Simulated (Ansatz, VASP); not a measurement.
# One calculation of InP, two programs

Contents of POSCAR:

```
InP
1.0
    0.0000000000      2.9798790903      2.9798790903
    2.9798790903      0.0000000000      2.9798790903
    2.9798790903      2.9798790903      0.0000000000
In P
1 1
Direct
    0.0000000000      0.0000000000      0.0000000000
    0.2500000000      0.2500000000      0.2500000000
```

File INCAR.step1:

```
PREC = Accurate ; ENCUT = 520
ISMEAR = -1 ; SIGMA = 0.08
LREAL = False ; LASPH = True
NELM = 60 ; NBANDS = 16
GGA = PE ; ALGO = Normal
EDIFF = 1E-4 ; LWAVE = True
LCHARG = False
```

The input INCAR.step2:

```
PREC = Accurate ; ENCUT = 520
EDIFF = 1E-8 ; ISMEAR = -1
SIGMA = 0.08 ; LREAL = False
LASPH = True ; NELM = 60
ALGO = Normal ; ISIF = 2
LWAVE = False ; LCHARG = False
METAGGA = R2SCAN ; LMIXTAU = True
LEFG = True ; NBANDS = 16
ISTART = 1
```

The input KPOINTS:

```
Automatic mesh
0
Gamma
  12 12 12
```

Input for Ansatz:

```yaml
crystal:
  lattice:
    - [0.0, 2.9798790903, 2.9798790903]
    - [2.9798790903, 0.0, 2.9798790903]
    - [2.9798790903, 2.9798790903, 0.0]
  atoms:
    - { symbol: In, position: [0.0, 0.0, 0.0] }
    - { symbol: P, position: [0.25, 0.25, 0.25] }
kpoints:
  mp_grid: { grid: [12, 12, 12] }
  band_path:
    path:
      - [0.0, 0.0, 0.0]
      - [-0.5, -0.5, 0.0]
      - [-0.375, -0.375, 0.25]
      - [-0.375, 0.0, 0.375]
      - [0.0, 0.0, 0.0]
      - [0.0, 0.0, 0.5]
      - [-0.5, -0.25, 0.25]
      - [-0.5, -0.5, 0.0]
    npoints: 5
scf:
  occupations: { method: fermi_dirac, width: 0.08 }
hamiltonian:
  xc: r2scan
  pseudopotentials: { kind: paw }
output:
  forces: true
  stress: true
  eigenvalues: true
  efg: { contact_densities: true }
  write_density: true
  write_potential: true
  elf: true
  volumetric_format: npy
```

Alike in both runs: task electric field gradients; functional r2SCAN; k mesh 12 × 12 × 12; occupations fermi-dirac, width 0.08 eV; no spin polarisation.

```csv
,VASP,Ansatz
version,VASP 6.6.1,Ansatz 0.2.0
potentials or method,"VASP PAW PBE potentials, release 64 (In_d, P)","PAW with Ansatz's default frozen-core files, scalar-relativistic"
plane-wave cutoff (eV),520,500
valence electrons in the cell,18,18
```

Ansatz gave:

* pressure (GPa): -1.7

Q: Which values does VASP return?

A: Pressure (GPa): -1.8.

VASP's potentials were made for PBE, not for r2SCAN.
